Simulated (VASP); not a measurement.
# ZnS (F-43m) in VASP: a series of runs

Runs on ZnS. Level: PBE. Tasks: single point.

Everything below comes from runs of VASP 6.6.1. Logs are shortened: lines on timing, memory, paths and dates and some standing lists are left out, and cuts for length are marked.

## (1) The cell of the first run

The structure is cubic, space group F-43m (No. 216). The conventional cell has a = 5.444 Å, b = 5.444 Å, c = 5.444 Å, α = 90.00°, β = 90.00°, γ = 90.00°. Zn (site symmetry -43m) has 4 S at 2.36 Å within 3.1 Å. S (site symmetry -43m) has 4 Zn at 2.36 Å within 3.1 Å.

## (2) Single point, PBE

Contents of INCAR:

```
PREC     = Accurate       # precision mode
ENCUT    = 500            # plane-wave cutoff, eV
EDIFF    = 1E-6           # SCF threshold, eV
ISMEAR   = 0              # smearing method
SIGMA    = 0.02           # smearing width, eV
LREAL    = F              # projectors in reciprocal space
LASPH    = T              # aspherical terms in the spheres
NELM     = 120            # most SCF steps
ALGO     = Normal         # electronic algorithm
ISIF     = 2              # what is computed and relaxed
LWAVE    = F              # write WAVECAR
LCHARG   = F              # write CHGCAR
GGA      = PE             # functional
NBANDS   = 16             # bands
GGA_COMPAT= F
```

Contents of KPOINTS:

```
regular mesh
0
Gamma
  8 8 8
```

Contents of POSCAR:

```
ZnS
1.0
    0.0000000000      2.7218243614      2.7218243614
    2.7218243614      0.0000000000      2.7218243614
    2.7218243614      2.7218243614      0.0000000000
Zn S
1 1
Direct
    0.0000000000      0.0000000000      0.0000000000
    0.2500000000      0.2500000000      0.2500000000
```

Potentials or basis: VASP PAW PBE potentials, release 64 (Zn, S).

Started as:

```sh
$ cat potpaw_PBE.64/Zn/POTCAR potpaw_PBE.64/S/POTCAR > POTCAR
$ mpirun -np 1 vasp_std > vasp.out
```

OUTCAR:

```text
PREC = Accurate
   ENCUT = 500
   EDIFF = 1E-6
   ISMEAR = 0
   LREAL = F
   LASPH = T
   NELM = 120
   ISIF = 2
   GGA = PE

 ion  position               nearest neighbor table
   1  0.000  0.000  0.000-   2 2.36   2 2.36   2 2.36   2 2.36
   2  0.250  0.250  0.250-   1 2.36   1 2.36   1 2.36   1 2.36

  LATTYP: Found a face centered cubic cell.
 ALAT       =     5.4436487228

  Lattice vectors:

 A1 = (   0.0000000000,   2.7218243614,   2.7218243614)
 A2 = (   2.7218243614,   0.0000000000,   2.7218243614)
 A3 = (   2.7218243614,   2.7218243614,   0.0000000000)

Analysis of symmetry for initial positions (statically):
=====================================================================
 Subroutine PRICEL returns:
 Original cell was already a primitive cell.

 Routine SETGRP: Setting up the symmetry group for a
 face centered cubic supercell.

 Subroutine GETGRP returns: Found 24 space group operations
 (whereof 24 operations were pure point group operations)
 out of a pool of 48 trial point group operations.

The static configuration has the point symmetry T_d .

Analysis of symmetry for dynamics (positions and initial velocities):
=====================================================================
 Subroutine PRICEL returns:
 Original cell was already a primitive cell.

 Routine SETGRP: Setting up the symmetry group for a
 face centered cubic supercell.

 Subroutine GETGRP returns: Found 24 space group operations
 (whereof 24 operations were pure point group operations)
 out of a pool of 48 trial point group operations.

The dynamic configuration has the point symmetry T_d .

 Subroutine INISYM returns: Found 24 space group operations
 (whereof 24 operations are pure point group operations),
 and found     1 'primitive' translations

----------------------------------------------------------------------------------------

                                     Primitive cell

  volume of cell :      40.3283

  direct lattice vectors                    reciprocal lattice vectors
     0.000000000  2.721824361  2.721824361    -0.183700318  0.183700318  0.183700318
     2.721824361  0.000000000  2.721824361     0.183700318 -0.183700318  0.183700318
     2.721824361  2.721824361  0.000000000     0.183700318  0.183700318 -0.183700318

  length of vectors
     3.849240926  3.849240926  3.849240926     0.318178284  0.318178284  0.318178284

  position of ions in fractional coordinates (direct lattice)
     0.000000000  0.000000000  0.000000000
     0.250000000  0.250000000  0.250000000

  ion indices of the primitive-cell ions
   primitive index   ion index
                 1           1
                 2           2

----------------------------------------------------------------------------------------

 KPOINTS: regular mesh

Automatic generation of k-mesh.
 Grid dimensions read from file:
 generate k-points for:    8    8    8

 Generating k-lattice:

  Cartesian coordinates                     Fractional coordinates (reciprocal lattice)
    -0.022962540  0.022962540  0.022962540     0.125000000  0.000000000  0.000000000
     0.022962540 -0.022962540  0.022962540     0.000000000  0.125000000  0.000000000
     0.022962540  0.022962540 -0.022962540     0.000000000  0.000000000  0.125000000

  Length of vectors
     0.039772285  0.039772285  0.039772285

  Shift w.r.t. Gamma in fractional coordinates (k-lattice)
     0.000000000  0.000000000  0.000000000

 Subroutine IBZKPT returns following result:
 ===========================================

 Found     29 irreducible k-points:

 Following reciprocal coordinates:
            Coordinates               Weight
  0.000000  0.000000  0.000000      1.000000
  0.125000  0.000000  0.000000      8.000000
  0.250000  0.000000  0.000000      8.000000
  0.375000  0.000000  0.000000      8.000000
  0.500000  0.000000  0.000000      4.000000
  0.125000  0.125000  0.000000      6.000000
[... 16 lines left out ...]
  0.500000  0.250000  0.125000     48.000000
 -0.375000  0.250000  0.125000     24.000000
 [... further k-points ...]
   k-points           NKPTS =     29   k-points in BZ     NKDIM =     29   number of bands    NBANDS=     16
   number of dos      NEDOS =    301   number of ions     NIONS =      2
   total plane-waves  NPLWV =  21952
   dimension x,y,z NGX =    28 NGY =   28 NGZ =   28
   dimension x,y,z NGXF=    56 NGYF=   56 NGZF=   56
   ions per type =               1   1
   NGX,Y,Z   is equivalent  to a cutoff of  12.09, 12.09, 12.09 a.u.
   NGXF,Y,Z  is equivalent  to a cutoff of  24.19, 24.19, 24.19 a.u.
 SYSTEM =  unknown system
   PREC   = accura    normal or accurate (medium, high low for compatibility)
   ISTART =      0    job   : 0-new  1-cont  2-samecut
   ICHARG =      2    charge: 1-file 2-atom 10-const
   ISPIN  =      1    spin polarized calculation?
   LNONCOLLINEAR =      F non collinear calculations
   LSORBIT =      F    spin-orbit coupling
   LASPH  =      T    aspherical Exc in radial PAW
   ENCUT  =  500.0 eV  36.75 Ry    6.06 a.u.   7.02  7.02  7.02*2*pi/ulx,y,z
   NELM   =    120;   NELMIN=  2; NELMDL= -5     # of ELM steps
   EDIFF  = 0.1E-05   stopping-criterion for ELM
   LREAL  =      F    real-space projection
   EDIFFG = 0.1E-04   stopping-criterion for IOM
   NSW    =      0    number of steps for IOM
   IBRION =     -1    ionic relax: 0-MD 1-quasi-New 2-CG
   NFREE  =      0    steps in history (QN), initial steepest desc. (CG)
   ISIF   =      2    stress and relaxation
   ISYM   =      2    0-nonsym 1-usesym 2-fastsym
   POTIM  = 0.5000    time-step for ionic-motion
   TEBEG  =    0.0;   TEEND  =   0.0 temperature during run
   PSTRESS=    0.0 pullay stress
   NELECT =      18.0000    total number of electrons
   NUPDOWN=      -1.0000    fix difference up-down
   EMIN   =  10.00;   EMAX   =-10.00  energy-range for DOS
   EFERMI =   0.00;   METHOD = LEGACY
   ISMEAR =     0;   SIGMA  =   0.02  broadening in eV -4-tet -1-fermi 0-gaus
   EFERMI_NEDOS =   21; number of points for ismear=-14 and -15
   IALGO  =     38    algorithm
   IMIX   =      4    mixing-type and parameters
     AMIX     =   0.40;   BMIX     =  1.00
     AMIX_MAG =   1.60;   BMIX_MAG =  1.00
  volume/ion in A,a.u.               =      20.16       136.07
  Fermi-wavevector in a.u.,A,eV,Ry     =   1.251110  2.364255 21.296883  1.565277
  Thomas-Fermi vector in A             =   2.385073
   LORBIT       =      0    0 simple, 1 ext, 2 COOP (PROOUT), +10 PAW based schemes
   GGA     = PE    functional components
   LHFCALC =     F    Hartree Fock is set to
   AEXX    =    0.0000 exact exchange contribution
   IVDW    =     0    specifies the selected vdW correction
   LEPSILON=     F    determine dielectric tensor
   LRPA    =     F    only Hartree local field effects (RPA)
 non-spin polarized calculation
 Gauss-broadening in eV      SIGMA  =   0.02
  energy-cutoff  :      500.00
  volume of cell :       40.33
 maximum number of plane-waves:      1036
   NGX = 13   NGY = 13   NGZ = 13

 number of electron      17.9999988 magnetization

 Free energy of the ion-electron system (eV)
  ---------------------------------------------------
  ext. energy  EPLUGINS =         0.00000000
  ---------------------------------------------------
  free energy    TOTEN  =        -6.85211923 eV

  energy without entropy =       -6.85211923  energy(sigma->0) =       -6.85211923

 E-fermi :   2.0291     XC(G=0):  -9.5274

 val. band max:        1.9053971520   @ k =   0.0000   0.0000   0.0000
 cond. band min:       3.9234823387   @ k =   0.0000   0.0000   0.0000
 fundamental gap:      2.0180851867
 Fermi energy:         2.0291400169

 k-point     1 :       0.0000    0.0000    0.0000
  band No.  band energies     occupation
      1     -11.0846      2.00000
      2      -4.3496      2.00000
      3      -4.3496      2.00000
      4      -4.3496      2.00000
      5      -3.8772      2.00000
      6      -3.8772      2.00000
[... 8 lines left out ...]
     15      13.6420      0.00000
     16      13.6527      0.00000

 k-point     2 :       0.1250    0.0000    0.0000
  band No.  band energies     occupation
      1     -10.9723      2.00000
      2      -4.3466      2.00000
      3      -4.3296      2.00000
      4      -4.3296      2.00000
      5      -3.8787      2.00000
      6      -3.8787      2.00000
[... 8 lines left out ...]
     15      13.0592      0.00000
     16      14.4470      0.00000

 k-point     3 :       0.2500    0.0000    0.0000
  band No.  band energies     occupation
      1     -10.6797      2.00000
      2      -4.2953      2.00000
      3      -4.2856      2.00000
      4      -4.2856      2.00000
      5      -3.8756      2.00000
      6      -3.8756      2.00000
[... 8 lines left out ...]
     15      12.8599      0.00000
     16      14.0499      0.00000

 k-point     4 :       0.3750    0.0000    0.0000
  band No.  band energies     occupation
      1     -10.3488      2.00000
      2      -4.2508      2.00000
      3      -4.2508      2.00000
      4      -4.0781      2.00000
      5      -3.8597      2.00000
      6      -3.8597      2.00000
[... 8 lines left out ...]
     15      13.9423      0.00000
     16      13.9423      0.00000
[... 324 lines left out ...]
 k-point    22 :       0.3750    0.2500    0.1250
  band No.  band energies     occupation
      1     -10.4507      2.00000
      2      -4.3188      2.00000
      3      -4.2226      2.00000
      4      -4.1953      2.00000
      5      -3.8975      2.00000
      6      -3.8412      2.00000
[... 8 lines left out ...]
     15      14.6302      0.00000
     16      16.8506      0.00000

 k-point    23 :       0.5000    0.2500    0.1250
  band No.  band energies     occupation
      1     -10.1746      2.00000
      2      -4.2392      2.00000
      3      -4.1927      2.00000
      4      -4.0494      2.00000
      5      -3.8596      2.00000
      6      -3.8048      2.00000
[... 8 lines left out ...]
     15      15.5566      0.00000
     16      16.1395      0.00000

 k-point    24 :      -0.3750    0.2500    0.1250
  band No.  band energies     occupation
      1     -10.0513      2.00000
      2      -4.2255      2.00000
      3      -4.1729      2.00000
      4      -3.9247      2.00000
      5      -3.8648      2.00000
      6      -3.6186      2.00000
[... 8 lines left out ...]
     15      15.2857      0.00000
     16      16.0645      0.00000

 [... further k-points ...]

------------------------ aborting loop because EDIFF is reached ----------------------------------------

  FORCE on cell =-STRESS in cart. coord.  units (eV):
  Direction    XX          YY          ZZ          XY          YZ          ZX
  --------------------------------------------------------------------------------------
  -------------------------------------------------------------------------------------
  Total        0.0343484      0.0343484      0.0343484      0.0000000      0.0000000      0.0000000
  in kB        1.3646029      1.3646029      1.3646029      0.0000000      0.0000000      0.0000000
  external PRESSURE =       1.3646029 kB  Pullay stress =       0.0000000 kB

 VOLUME and BASIS-vectors are now :
 -----------------------------------------------------------------------------
  energy-cutoff  :      500.00
  volume of cell :       40.33
      direct lattice vectors                 reciprocal lattice vectors
     0.000000000  2.721824361  2.721824361    -0.183700318  0.183700318  0.183700318
     2.721824361  0.000000000  2.721824361     0.183700318 -0.183700318  0.183700318
     2.721824361  2.721824361  0.000000000     0.183700318  0.183700318 -0.183700318

 POSITION                                       TOTAL-FORCE (eV/Angst)
 -----------------------------------------------------------------------------------
      0.00000      0.00000      0.00000         0.000000      0.000000      0.000000
      1.36091      1.36091      1.36091        -0.000000     -0.000000     -0.000000
 -----------------------------------------------------------------------------------
    total drift:                                0.000000      0.000000      0.000000

  FREE ENERGIE OF THE ION-ELECTRON SYSTEM (eV)
  ---------------------------------------------------
  free  energy   TOTEN  =        -6.8521192325 eV

  energy  without entropy=       -6.8521192325  energy(sigma->0) =       -6.85211923
```

Wall time 9.3 s (1 thread of AMD EPYC 9R45 (Zen 5), shared host); peak memory 0.13 GiB.

Results:

```
Free energy            : -6.8521 eV
Pressure               : 0.1 GPa
Band gap on the k mesh : 2.02 eV
```

Levels at points of the mesh, in eV from the valence-band top:
```tsv
k point	band 5	band 6	band 7	band 8	band 9	band 10	band 11	band 12	band 13	band 14
(0.00, 0.00, 0.00)	-5.78	-5.78	0.00	0.00	0.00	2.02	6.41	6.41	6.41	11.74
(0.50, 0.00, 0.00)	-5.75	-5.59	-5.15	-0.83	-0.83	3.27	6.94	6.94	8.79	12.07
(0.50, 0.50, 0.00)	-5.71	-5.57	-4.47	-2.14	-2.14	3.46	4.07	10.83	11.82	11.82
```

## (3) Single point, PBE

Contents of INCAR:

```
SYSTEM = ZnS
PREC = Accurate
ENCUT = 500
EDIFF = 1E-6
ISMEAR = 0
SIGMA = 0.02
LREAL = .FALSE.
LASPH = .TRUE.
NELM = 120
ALGO = Normal
ISIF = 2
LWAVE = .FALSE.
LCHARG = .TRUE.
GGA = PE
LELF = .TRUE.
LVHAR = .TRUE.
NBANDS = 16
GGA_COMPAT = .FALSE.
```

Contents of KPOINTS:

```
Automatic mesh
0
G
  10 10 10
  0 0 0
```

POSCAR is that of step 2.

Potentials or basis: VASP PAW PBE potentials, release 64 (Zn, S).

Started as:

```sh
$ cat potpaw_PBE.64/Zn/POTCAR potpaw_PBE.64/S/POTCAR > POTCAR
$ mpirun -np 1 vasp_std > vasp.out
```

Run time: 14 s. Hardware: 1 thread of AMD EPYC 9R45 (Zen 5), shared host; peak memory 0.14 GiB.

It converged, with:

| Quantity | Value |
| --- | --- |
| Free energy | -6.8524 eV |
| Pressure | 0.1 GPa |
| Band gap on the k mesh | 2.02 eV |

Levels at points of the mesh, in eV from the valence-band top:
```csv
k point,band 7,band 8,band 9,band 10,band 11,band 12
"(0.00, 0.00, 0.00)",0.00,0.00,0.00,2.02,6.41,6.41
"(0.50, 0.00, 0.00)",-5.15,-0.83,-0.83,3.27,6.94,6.94
"(0.50, 0.50, 0.00)",-4.47,-2.14,-2.14,3.46,4.07,10.83
```
